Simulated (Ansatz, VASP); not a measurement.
## One calculation of KI, two programs

INCAR

```
PREC = Accurate
ENCUT = 520
EDIFF = 1E-6
ISMEAR = 0
SIGMA = 0.1
LREAL = Auto
LASPH = True
NELM = 60
ALGO = Normal
ISIF = 2
LWAVE = False
LCHARG = True
GGA = PE
LELF = True
LVHAR = True
ISYM = 0
NBANDS = 78
```

File KPOINTS:

```
Automatic mesh
0
Gamma
  1 1 1
```

The input POSCAR:

```
KI
1.0
    0.0000000000      0.0000000000     -8.5823933200
    0.0000000000     -8.5823933200      0.0000000000
   -8.5823933200      0.0000000000      0.0000000000
K I
8 8
Direct
    0.5000000000      0.5000000000      0.5000000000
    0.0000000000      0.5000000000      0.5000000000
    0.5000000000      0.0000000000      0.5000000000
    0.0000000000      0.0000000000      0.5000000000
    0.5000000000      0.5000000000      0.0000000000
    0.0000000000      0.5000000000      0.0000000000
    0.5000000000      0.0000000000      0.0000000000
    0.0000000000      0.0000000000      0.0000000000
    0.2500000000      0.2500000000      0.2500000000
    0.7500000000      0.2500000000      0.2500000000
    0.2500000000      0.7500000000      0.2500000000
    0.7500000000      0.7500000000      0.2500000000
    0.2500000000      0.2500000000      0.7500000000
    0.7500000000      0.2500000000      0.7500000000
    0.2500000000      0.7500000000      0.7500000000
    0.7500000000      0.7500000000      0.7500000000
```

Input for Ansatz:

```yaml
crystal:
  lattice:
    - [0.0, 0.0, -8.58239332]
    - [0.0, -8.58239332, 0.0]
    - [-8.58239332, 0.0, 0.0]
  atoms:
    - { symbol: K, position: [0.5, 0.5, 0.5] }
    - { symbol: K, position: [0.0, 0.5, 0.5] }
    - { symbol: K, position: [0.5, 0.0, 0.5] }
    - { symbol: K, position: [0.0, 0.0, 0.5] }
    - { symbol: K, position: [0.5, 0.5, 0.0] }
    - { symbol: K, position: [0.0, 0.5, 0.0] }
    - { symbol: K, position: [0.5, 0.0, 0.0] }
    - { symbol: K, position: [0.0, 0.0, 0.0] }
    - { symbol: I, position: [0.25, 0.25, 0.25] }
    - { symbol: I, position: [0.75, 0.25, 0.25] }
    - { symbol: I, position: [0.25, 0.75, 0.25] }
    - { symbol: I, position: [0.75, 0.75, 0.25] }
    - { symbol: I, position: [0.25, 0.25, 0.75] }
    - { symbol: I, position: [0.75, 0.25, 0.75] }
    - { symbol: I, position: [0.25, 0.75, 0.75] }
    - { symbol: I, position: [0.75, 0.75, 0.75] }
  symmetry: { detect: false }
basis:
  ecutwfc: 420
kpoints:
  mp_grid: { grid: [1, 1, 1], shift: [0.0, 0.0, 0.0] }
hamiltonian:
  xc: pbe
scf:
  occupations: { method: gaussian, width: 0.1 }
output:
  forces: true
  stress: true
  eigenvalues: true
```

Alike in both runs: task single point; functional PBE; k mesh 1 × 1 × 1; occupations gaussian, width 0.1 eV; no spin polarisation.

|  | VASP | Ansatz |
| --- | --- | --- |
| version | VASP 6.6.1 | Ansatz 0.2.0 |
| potentials or method | VASP PAW PBE potentials, release 64 (K_sv, I), cutoff 520 eV | scalar-relativistic, plane waves, PAW |
| valence electrons in the cell | 128 | 208 |

|  | VASP | Ansatz | Ansatz less VASP |
| --- | --- | --- | --- |
| gap on the k mesh at the Fermi level (eV) | 3.23 | 3.23 | +0.004 |
| least direct gap on the mesh (eV) | 3.23 | 3.23 | +0.004 |
| pressure (GPa) | 2.3 | 2.3 | -0.01 |

VASP's potentials hold 128 valence electrons a cell and Ansatz's 208, so a difference there can come from the potentials and not from the codes.

The k mesh is coarse, so the values compare programs but aren't converged. Neither program's run includes spin-orbit coupling.
